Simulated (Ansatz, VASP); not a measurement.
# One calculation of Ni, two programs

```
Ni
1.0
     0.00000    1.75931    1.75931
     1.75931    0.00000    1.75931
     1.75931    1.75931    0.00000
Ni
1
Direct
  0.00000 0.00000 0.00000
```

Alike in both runs: functional PBE; k mesh 21 × 21 × 21; occupations fermi-dirac, width 0.05 eV; collinear spin.

Ansatz relaxed the structure, and its values are those at the end. VASP's run is a single point on that final structure, the one shown.

|  | VASP | Ansatz |
| --- | --- | --- |
| version | VASP 6.6.1 | Ansatz 0.2.0 |
| potentials or method | VASP PAW PBE potentials, release 64 (Ni) | PAW with Ansatz's default frozen-core files, scalar-relativistic |
| plane-wave cutoff (eV) | 600 | 420 |
| valence electrons in the cell | 10 | 18 |

|  | VASP | Ansatz | Ansatz less VASP |
| --- | --- | --- | --- |
| pressure (GPa) | -0.3 | 0.0 | +0.26 |
| net moment per atom (μB) | 0.61 | 0.63 | +0.018 |
| size of the moment on the site where the two differ most (μB) | 0.62 | 0.67 | +0.045 |

Site moments also hang on the region over which each program counts them. VASP's potentials hold 10 valence electrons a cell and Ansatz's 18, so a difference there can come from the potentials and not from the codes.
